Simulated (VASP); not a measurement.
Here is a VASP 6.6.1 calculation.

INCAR

```
PREC = Accurate
ENCUT = 520
EDIFF = 1E-6
ISMEAR = 0
SIGMA = 0.1
LREAL = False
LASPH = True
NELM = 150
ALGO = Normal
ISIF = 2
LWAVE = False
LCHARG = False
ISPIN = 2
MAGMOM = 0 0 0 0 1
LORBIT = 11
GGA = PE
NBANDS = 39
```

File KPOINTS:

```
regular mesh
0
Gamma
  4 4 4
```

File POSCAR:

```
ZnCd3O
1.0
    4.8019953300      0.0000000000      0.0000000000
    0.0000000000      4.8019953300      0.0000000000
    0.0000000000      0.0000000000      4.8019953300
Zn Cd O
1 3 1
Direct
    0.5000000000      0.5000000000      0.5000000000
    0.0000000000      0.5000000000      0.5000000000
    0.5000000000      0.0000000000      0.5000000000
    0.5000000000      0.5000000000      0.0000000000
    0.0000000000      0.0000000000      0.0000000000
```

Potentials or basis: VASP PAW PBE potentials, release 64 (Zn, Cd, O).

Command:

```console
$ cat potpaw_PBE.64/Zn/POTCAR potpaw_PBE.64/Cd/POTCAR potpaw_PBE.64/O/POTCAR > POTCAR
$ mpirun -np 1 vasp_std > vasp.out
```

Problem. Estimate the pressure.

Solution. 6.4 GPa.

Problem. Predict the net moment.

Solution. 0.00 μB per cell.
